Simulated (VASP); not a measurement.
The system is ZnO.

```xyz
4
Lattice="3.2354 0.0000 0.0000 -1.6177 2.8019 0.0000 0.0000 0.0000 5.2109" Properties=species:S:1:pos:R:3 pbc="T T T"
Zn    0.0000    1.8679    2.6037
Zn    1.6177    0.9340   -0.0018
O     1.6177    0.9340    1.9768
O     0.0000    1.8679    4.5822
```

Base run:

```yaml
Program: VASP 6.6.1
Functional: r2SCAN
Potentials_or_basis: VASP PAW PBE potentials, release 64 (Zn, O)
Cutoff: 660 eV
k_mesh: 12 × 12 × 6
Occupations: gaussian, width 0.01 eV
Spin: no spin polarisation
```

Its results: band gap on the k mesh 1.24 eV; pressure 0.6 GPa.

Q: The run is repeated on the same cell with these changes: functional from r2SCAN to PBE; cutoff from 660 eV to 600 eV. What comes out?

A: Band gap on the k mesh 0.79 eV; pressure 7.0 GPa.

Caveats: the PAW data sets were made with another functional, which shifts forces and pressure a little (at least some runs); the cell stands under pressure (at least some runs).

